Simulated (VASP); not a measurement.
# TiB2 (Fm-3m) in VASP: a series of runs

The runs below take TiB2 through relaxation of cell and atoms, with PBEsol.

All numbers are computed with VASP 6.6.1; they aren't measurements. Logs are shortened: lines on timing, memory, paths and dates and some standing lists are left out, and cuts for length are marked.

### 1 The cell of the first run

The structure is cubic, space group Fm-3m (No. 225). Conventional cell: a = 4.760 Å, b = 4.760 Å, c = 4.760 Å, α = 90.00°, β = 90.00°, γ = 90.00°. Within 2.7 Å of Ti (site symmetry m-3m) lie 8 B at 2.06 Å. B (site symmetry -43m) has 4 Ti at 2.06 Å and 6 B at 2.38 Å within 2.7 Å.

### 2 Relaxation of cell and atoms, PBEsol, target pressure 15 GPa, at which the enthalpy is minimised

File INCAR:

```
PREC     = Accurate       # precision mode
ENCUT    = 500            # plane-wave cutoff, eV
EDIFF    = 1E-7           # SCF threshold, eV
ISMEAR   = -1             # smearing method
SIGMA    = 0.05           # smearing width, eV
LREAL    = False          # projectors in reciprocal space
LASPH    = True           # aspherical terms in the spheres
NELM     = 120            # most SCF steps
ALGO     = Normal         # electronic algorithm
ISIF     = 3              # what is computed and relaxed
LWAVE    = False          # write WAVECAR
LCHARG   = False          # write CHGCAR
GGA      = PS             # functional
IBRION   = 2              # ionic algorithm
NSW      = 80             # ionic steps
EDIFFG   = -0.03          # ionic threshold
PSTRESS  = 150.0        
GGA_COMPAT= False        
NELMIN   = 4
```

File KPOINTS:

```
regular mesh
0
Gamma
  9 9 9
```

File POSCAR:

```
TiB2
1.0
    0.0000000000      2.3800000000      2.3800000000
    2.3800000000      0.0000000000      2.3800000000
    2.3800000000      2.3800000000      0.0000000000
Ti B
1 2
Direct
    0.0000000000      0.0000000000      0.0000000000
    0.2500000000      0.2500000000      0.2500000000
    0.7500000000      0.7500000000      0.7500000000
```

Potentials or basis: VASP PAW PBE potentials, release 64 (Ti_sv, B).

The run is started by

```sh
$ cat potpaw_PBE.64/Ti_sv/POTCAR potpaw_PBE.64/B/POTCAR > POTCAR
$ mpirun -np 1 vasp_std > vasp.out
```

OUTCAR:

```text
PREC = Accurate
   ENCUT = 500
   EDIFF = 1E-7
   ISMEAR = -1
   LREAL = False
   LASPH = True
   NELM = 120
   ISIF = 3
   GGA = PS
   IBRION = 2
   NSW = 80
   EDIFFG = -0.03
   PSTRESS = 150.0
   NELMIN = 4

 ion  position               nearest neighbor table
   1  0.000  0.000  0.000-   3 2.06   3 2.06   3 2.06   2 2.06   3 2.06   2 2.06   2 2.06   2 2.06

   2  0.250  0.250  0.250-   1 2.06   1 2.06   1 2.06   1 2.06
   3  0.750  0.750  0.750-   1 2.06   1 2.06   1 2.06   1 2.06

  LATTYP: Found a face centered cubic cell.
 ALAT       =     4.7600000000

  Lattice vectors:

 A1 = (   0.0000000000,   2.3800000000,   2.3800000000)
 A2 = (   2.3800000000,   0.0000000000,   2.3800000000)
 A3 = (   2.3800000000,   2.3800000000,   0.0000000000)

Analysis of symmetry for initial positions (statically):
=====================================================================
 Subroutine PRICEL returns:
 Original cell was already a primitive cell.

 Routine SETGRP: Setting up the symmetry group for a
 face centered cubic supercell.

 Subroutine GETGRP returns: Found 48 space group operations
 (whereof 48 operations were pure point group operations)
 out of a pool of 48 trial point group operations.

The static configuration has the point symmetry O_h .

Analysis of symmetry for dynamics (positions and initial velocities):
=====================================================================
 Subroutine PRICEL returns:
 Original cell was already a primitive cell.

 Routine SETGRP: Setting up the symmetry group for a
 face centered cubic supercell.

 Subroutine GETGRP returns: Found 48 space group operations
 (whereof 48 operations were pure point group operations)
 out of a pool of 48 trial point group operations.

The dynamic configuration has the point symmetry O_h .

 Subroutine INISYM returns: Found 48 space group operations
 (whereof 48 operations are pure point group operations),
 and found     1 'primitive' translations

----------------------------------------------------------------------------------------

                                     Primitive cell

  volume of cell :      26.9625

  direct lattice vectors                    reciprocal lattice vectors
     0.000000000  2.380000000  2.380000000    -0.210084034  0.210084034  0.210084034
     2.380000000  0.000000000  2.380000000     0.210084034 -0.210084034  0.210084034
     2.380000000  2.380000000  0.000000000     0.210084034  0.210084034 -0.210084034

  length of vectors
     3.365828278  3.365828278  3.365828278     0.363876220  0.363876220  0.363876220

  position of ions in fractional coordinates (direct lattice)
     0.000000000  0.000000000  0.000000000
     0.250000000  0.250000000  0.250000000
     0.750000000  0.750000000  0.750000000

  ion indices of the primitive-cell ions
   primitive index   ion index
                 1           1
                 2           2
                 3           3

----------------------------------------------------------------------------------------

 KPOINTS: regular mesh

Automatic generation of k-mesh.
 Grid dimensions read from file:
 generate k-points for:    9    9    9

 Generating k-lattice:

  Cartesian coordinates                     Fractional coordinates (reciprocal lattice)
    -0.023342670  0.023342670  0.023342670     0.111111111  0.000000000  0.000000000
     0.023342670 -0.023342670  0.023342670     0.000000000  0.111111111  0.000000000
     0.023342670  0.023342670 -0.023342670     0.000000000  0.000000000  0.111111111

  Length of vectors
     0.040430691  0.040430691  0.040430691

  Shift w.r.t. Gamma in fractional coordinates (k-lattice)
     0.000000000  0.000000000  0.000000000

 Subroutine IBZKPT returns following result:
 ===========================================

 Found     35 irreducible k-points:

 Following reciprocal coordinates:
            Coordinates               Weight
  0.000000  0.000000  0.000000      1.000000
  0.111111  0.000000  0.000000      8.000000
  0.222222  0.000000  0.000000      8.000000
  0.333333  0.000000  0.000000      8.000000
  0.444444  0.000000  0.000000      8.000000
  0.111111  0.111111  0.000000      6.000000
[... 16 lines left out ...]
 -0.333333  0.333333  0.000000     12.000000
  0.444444  0.444444  0.000000      6.000000
 [... further k-points ...]
   k-points           NKPTS =     35   k-points in BZ     NKDIM =     35   number of bands    NBANDS=     13
   number of dos      NEDOS =    301   number of ions     NIONS =      3
   total plane-waves  NPLWV =  21952
   dimension x,y,z NGX =    28 NGY =   28 NGZ =   28
   dimension x,y,z NGXF=    56 NGYF=   56 NGZF=   56
   ions per type =               1   2
   NGX,Y,Z   is equivalent  to a cutoff of  13.83, 13.83, 13.83 a.u.
   NGXF,Y,Z  is equivalent  to a cutoff of  27.66, 27.66, 27.66 a.u.
 SYSTEM =  unknown system
   PREC   = accura    normal or accurate (medium, high low for compatibility)
   ISTART =      0    job   : 0-new  1-cont  2-samecut
   ICHARG =      2    charge: 1-file 2-atom 10-const
   ISPIN  =      1    spin polarized calculation?
   LNONCOLLINEAR =      F non collinear calculations
   LSORBIT =      F    spin-orbit coupling
   LASPH  =      T    aspherical Exc in radial PAW
   ENCUT  =  500.0 eV  36.75 Ry    6.06 a.u.   6.14  6.14  6.14*2*pi/ulx,y,z
   NELM   =    120;   NELMIN=  4; NELMDL= -5     # of ELM steps
   EDIFF  = 0.1E-06   stopping-criterion for ELM
   LREAL  =      F    real-space projection
   EDIFFG = -.3E-01   stopping-criterion for IOM
   NSW    =     80    number of steps for IOM
   IBRION =      2    ionic relax: 0-MD 1-quasi-New 2-CG
   NFREE  =      1    steps in history (QN), initial steepest desc. (CG)
   ISIF   =      3    stress and relaxation
   ISYM   =      2    0-nonsym 1-usesym 2-fastsym
   POTIM  = 0.5000    time-step for ionic-motion
   TEBEG  =    0.0;   TEEND  =   0.0 temperature during run
   PSTRESS=  150.0 pullay stress
   NELECT =      18.0000    total number of electrons
   NUPDOWN=      -1.0000    fix difference up-down
   EMIN   =  10.00;   EMAX   =-10.00  energy-range for DOS
   EFERMI =   0.00;   METHOD = LEGACY
   ISMEAR =    -1;   SIGMA  =   0.05  broadening in eV -4-tet -1-fermi 0-gaus
   EFERMI_NEDOS =   21; number of points for ismear=-14 and -15
   IALGO  =     38    algorithm
   IMIX   =      4    mixing-type and parameters
     AMIX     =   0.40;   BMIX     =  1.00
     AMIX_MAG =   1.60;   BMIX_MAG =  1.00
  volume/ion in A,a.u.               =       8.99        60.65
  Fermi-wavevector in a.u.,A,eV,Ry     =   1.430799  2.703819 27.853664  2.047187
  Thomas-Fermi vector in A             =   2.550605
   LORBIT       =      0    0 simple, 1 ext, 2 COOP (PROOUT), +10 PAW based schemes
   GGA     = PS    functional components
   LHFCALC =     F    Hartree Fock is set to
   AEXX    =    0.0000 exact exchange contribution
   IVDW    =     0    specifies the selected vdW correction
   LEPSILON=     F    determine dielectric tensor
   LRPA    =     F    only Hartree local field effects (RPA)
 conjugate gradient relaxation of ions
 non-spin polarized calculation
  energy-cutoff  :      500.00
  volume of cell :       26.96
 maximum number of plane-waves:       701
 NGX is ok and might be reduce to    28
   NGX = 13   NGY = 13   NGZ = 13

--------------------------------------- Ionic step        1  -------------------------------------------

 number of electron      18.0000003 magnetization

 Free energy of the ion-electron system (eV)
  ---------------------------------------------------
  ext. energy  EPLUGINS =         0.00000000
  ---------------------------------------------------
  free energy    TOTEN  =       -19.96274303 eV

  energy without entropy =      -19.95517764  energy(sigma->0) =      -19.95896033

------------------------ aborting loop because EDIFF is reached ----------------------------------------

  FORCE on cell =-STRESS in cart. coord.  units (eV):
  Direction    XX          YY          ZZ          XY          YZ          ZX
  --------------------------------------------------------------------------------------
  -------------------------------------------------------------------------------------
  Total        6.5049341      6.5049341      6.5049341     -0.0000000     -0.0000000     -0.0000000
  in kB      386.5383746    386.5383746    386.5383746     -0.0000000     -0.0000000     -0.0000000
  external PRESSURE =     236.5383746 kB  Pullay stress =     150.0000000 kB
[... 63 lines left out ...]
  enthalpy is  TOTEN    =       -17.4611771612 eV   P V=        3.0407533917

--------------------------------------- Ionic step        3  -------------------------------------------

 number of electron      17.9999999 magnetization

 Free energy of the ion-electron system (eV)
  ---------------------------------------------------
  ext. energy  EPLUGINS =         0.00000000
  ---------------------------------------------------
  free energy    TOTEN  =       -20.39844096 eV

  energy without entropy =      -20.38826418  energy(sigma->0) =      -20.39335257

 E-fermi :   7.6328     XC(G=0): -12.0899

 val. band max:        7.5801517809   @ k =  -0.3333   0.3333   0.1111
 cond. band min:       7.6918663786   @ k =  -0.3333   0.4444   0.2222
 fundamental gap:      0.1117145976
 Fermi energy:         7.6327573076

 k-point     1 :       0.0000    0.0000    0.0000
  band No.  band energies     occupation
      1     -48.2994      2.00000
      2     -24.7096      2.00000
      3     -24.7096      2.00000
      4     -24.7096      2.00000
      5      -3.5628      2.00000
      6       3.9307      2.00000
      7       3.9307      2.00000
      8       3.9307      2.00000
      9       9.0171      0.00000
     10       9.0171      0.00000
     11       9.5420      0.00000
     12      13.2455      0.00000
     13      13.2455      0.00000
[... 353 lines left out ...]
 k-point    24 :       0.4444    0.4444    0.0000
  band No.  band energies     occupation
      1     -48.2765      2.00000
      2     -24.8885      2.00000
      3     -24.7860      2.00000
      4     -24.7860      2.00000
      5       0.6155      2.00000
      6       2.0846      2.00000
      7       2.4964      2.00000
      8       5.8102      2.00000
      9       5.8102      2.00000
     10       8.7310      0.00000
     11       8.7310      0.00000
     12      10.0255      0.00000
     13      10.4494      0.00000

 [... further k-points ...]

------------------------ aborting loop because EDIFF is reached ----------------------------------------

  FORCE on cell =-STRESS in cart. coord.  units (eV):
  Direction    XX          YY          ZZ          XY          YZ          ZX
  --------------------------------------------------------------------------------------
  -------------------------------------------------------------------------------------
  Total        2.7270292      2.7270292      2.7270292     -0.0000000      0.0000000     -0.0000000
  in kB      147.3111587    147.3111587    147.3111587     -0.0000000      0.0000000     -0.0000000
  external PRESSURE =      -2.6888413 kB  Pullay stress =     150.0000000 kB
[... 18 lines left out ...]
  FREE ENERGIE OF THE ION-ELECTRON SYSTEM (eV)
  ---------------------------------------------------
  free  energy   TOTEN  =       -20.3984409582 eV

  energy  without entropy=      -20.3882641800  energy(sigma->0) =      -20.39335257

  enthalpy is  TOTEN    =       -17.6216358630 eV   P V=        2.7768050951

 reached required accuracy - stopping structural energy minimisation
```

Wall time 78 s (1 thread of Intel Xeon Platinum 8375C at 2.90GHz (Ice Lake), shared host); peak memory 0.16 GiB.

Results:

* Free energy: -20.3984 eV
* Relaxed volume: 9.89 Å³/atom
* Relaxed cell: a = 3.475 Å, b = 3.475 Å, c = 3.475 Å, α = 60.00°, β = 60.00°, γ = 60.00°
* Space group after relaxing (to 0.1 Å): Fm-3m (No. 225)
* Energy change on relaxing (the run minimises the enthalpy): -145.2 meV/atom
* Ionic steps: 3
* Pressure after relaxing: 14.7 GPa
* Band gap on the k mesh: zero (bands 9 and 10 overlap by 1.87 eV)

Step by step:
| step | energy change (eV) | largest force (eV/Å) | pressure (GPa) | volume (Å³) |
| --- | --- | --- | --- | --- |
| 1 | 0.0000 | 0.0000 | 38.65 | 26.96 |
| 2 | -0.5392 | 0.0000 | -1.78 | 32.48 |
| 3 | -0.4357 | 0.0000 | 14.73 | 29.66 |

Final structure:
```xyz
3
Lattice="0.0000 2.4568 2.4568 2.4568 0.0000 2.4568 2.4568 2.4568 0.0000" Properties=species:S:1:pos:R:3 pbc="T T T"
Ti    0.0000    0.0000    0.0000
B     1.2284    1.2284    1.2284
B     3.6853    3.6853    3.6853
```

Caveat: the cell is relaxed towards a set pressure, so the run minimises the enthalpy, not the energy; the PAW data sets were made with another functional, which shifts forces and pressure a little.

### 3 Relaxation of cell and atoms, PBEsol, target pressure 30 GPa, at which the enthalpy is minimised

File INCAR:

```
PREC     = Accurate       # precision mode
ENCUT    = 500            # plane-wave cutoff, eV
EDIFF    = 1E-7           # SCF threshold, eV
ISMEAR   = -1             # smearing method
SIGMA    = 0.05           # smearing width, eV
LREAL    = F              # projectors in reciprocal space
LASPH    = T              # aspherical terms in the spheres
NELM     = 120            # most SCF steps
ALGO     = Normal         # electronic algorithm
ISIF     = 3              # what is computed and relaxed
LWAVE    = F              # write WAVECAR
LCHARG   = F              # write CHGCAR
GGA      = PS             # functional
IBRION   = 2              # ionic algorithm
NSW      = 80             # ionic steps
EDIFFG   = -0.03          # ionic threshold
PSTRESS  = 300.0        
GGA_COMPAT= F            
NELMIN   = 4
```

KPOINTS is that of step 2.

POSCAR is that of step 2.

Potentials or basis: VASP PAW PBE potentials, release 64 (Ti_sv, B).

The run is started by

```sh
$ cat potpaw_PBE.64/Ti_sv/POTCAR potpaw_PBE.64/B/POTCAR > POTCAR
$ mpirun -np 1 vasp_std > vasp.out
```

It took 73 s on 1 thread of Intel Xeon Platinum 8375C at 2.90GHz (Ice Lake), shared host; peak memory 0.16 GiB.

The run converged. Its results:

| Item | Value |
| --- | --- |
| Free energy | -20.1466 eV |
| Relaxed volume | 9.27 Å³/atom |
| Relaxed cell | a = 3.401 Å, b = 3.401 Å, c = 3.401 Å, α = 60.00°, β = 60.00°, γ = 60.00° |
| Space group after relaxing (to 0.1 Å) | Fm-3m (No. 225) |
| Energy change on relaxing (the run minimises the enthalpy) | -61.3 meV/atom |
| Ionic steps | 3 |
| Pressure after relaxing | 29.9 GPa |
| Band gap on the k mesh | zero (bands 9 and 10 overlap by 1.97 eV) |

Step by step:
```csv
step,energy change (eV),largest force (eV/Å),pressure (GPa),volume (Å³)
1,0.0000,0.0000,38.65,26.96
2,-0.3526,0.0000,20.49,28.90
3,-0.1839,0.0000,29.93,27.82
```

Final structure:
```
Ti B
1.0
     0.00000    2.40508    2.40508
     2.40508    0.00000    2.40508
     2.40508    2.40508    0.00000
Ti B
1 2
Direct
  0.00000 0.00000 0.00000
  0.25000 0.25000 0.25000
  0.75000 0.75000 0.75000
```

Levels at points of the mesh, in eV from the Fermi level:
| k point | band 6 | band 7 | band 8 | band 9 | band 10 | band 11 | band 12 | band 13 |
| --- | --- | --- | --- | --- | --- | --- | --- | --- |
| (0.00, 0.00, 0.00) | -3.97 | -3.97 | -3.97 | 1.43 | 1.43 | 2.42 | 5.86 | 5.86 |

Caveat: the cell is relaxed towards a set pressure, so the run minimises the enthalpy, not the energy; the PAW data sets were made with another functional, which shifts forces and pressure a little.

### 4 Relaxation of cell and atoms, PBEsol, target pressure 45 GPa, at which the enthalpy is minimised

File INCAR:

```
SYSTEM = TiB2
PREC = Accurate
ENCUT = 500
EDIFF = 1E-7
ISMEAR = -1
SIGMA = 0.05
LREAL = .FALSE.
LASPH = .TRUE.
NELM = 120
ALGO = Normal
ISIF = 3
LWAVE = .FALSE.
LCHARG = .FALSE.
GGA = PS
IBRION = 2
NSW = 80
EDIFFG = -0.03
PSTRESS = 450.0
GGA_COMPAT = .FALSE.
NELMIN = 4
```

File KPOINTS:

```
Automatic mesh
0
G
  9 9 9
  0 0 0
```

POSCAR is that of step 3.

The run is started by

```sh
$ cat potpaw_PBE.64/Ti_sv/POTCAR potpaw_PBE.64/B/POTCAR > POTCAR
$ mpirun -np 1 vasp_std > vasp.out
```

It took 68 s on 1 thread of Intel Xeon Platinum 8375C at 2.90GHz (Ice Lake), shared host; peak memory 0.16 GiB.

The run converged. Its results:

```yaml
Free_energy: -19.8176 eV
Relaxed_volume: 8.80 Å³/atom
Relaxed_cell: a = 3.342 Å, b = 3.342 Å, c = 3.342 Å, α = 60.00°, β = 60.00°, γ = 60.00°
Space_group_after_relaxing_to_0.1_Å: Fm-3m (No. 225)
Energy_change_on_relaxing_the_run_minimises_the_enthalpy: +48.4 meV/atom
Ionic_steps: 3
Pressure_after_relaxing: 45.0 GPa
Band_gap_on_the_k_mesh: zero (bands 9 and 10 overlap by 2.12 eV)
```

The path:
```
step  energy change (eV)  largest force (eV/Å)  pressure (GPa)  volume (Å³)
   1              0.0000                0.0000           38.65        26.96
   2              0.3971                0.0000           55.10        25.60
   3              0.1451                0.0000           44.98        26.41
```

Final structure:
```xyz
3
Lattice="0.0000 2.3635 2.3635 2.3635 0.0000 2.3635 2.3635 2.3635 0.0000" Properties=species:S:1:pos:R:3 pbc="T T T"
Ti    0.0000    0.0000    0.0000
B     1.1818    1.1818    1.1818
B     3.5453    3.5453    3.5453
```

Levels at points of the mesh, in eV from the Fermi level:
```tsv
k point	band 5	band 6	band 7	band 8	band 9	band 10	band 11	band 12	band 13
(0.00, 0.00, 0.00)	-11.77	-4.20	-4.20	-4.20	1.46	1.46	2.87	6.06	6.06
```

Caveat: the cell is relaxed towards a set pressure, so the run minimises the enthalpy, not the energy; the PAW data sets were made with another functional, which shifts forces and pressure a little.

### 5 Overview

```csv
cell,gap on the mesh (eV),pressure (GPa)
relaxed to 15 GPa,none,14.7
relaxed to 30 GPa,none,29.9
relaxed to 45 GPa,none,45.0
```

Alike in all rows: task relaxation of cell and atoms; level PBEsol; potentials or basis VASP PAW PBE potentials, release 64 (Ti_sv, B); no spin polarisation; k mesh 9 × 9 × 9; cutoff (eV) 500; smearing fermi-dirac 0.05 eV.

Caveats: the cell is relaxed towards a set pressure, so the run minimises the enthalpy, not the energy; the PAW data sets were made with another functional, which shifts forces and pressure a little.

Total energies depend on the potentials used, so only differences within one code and one set of settings carry meaning.
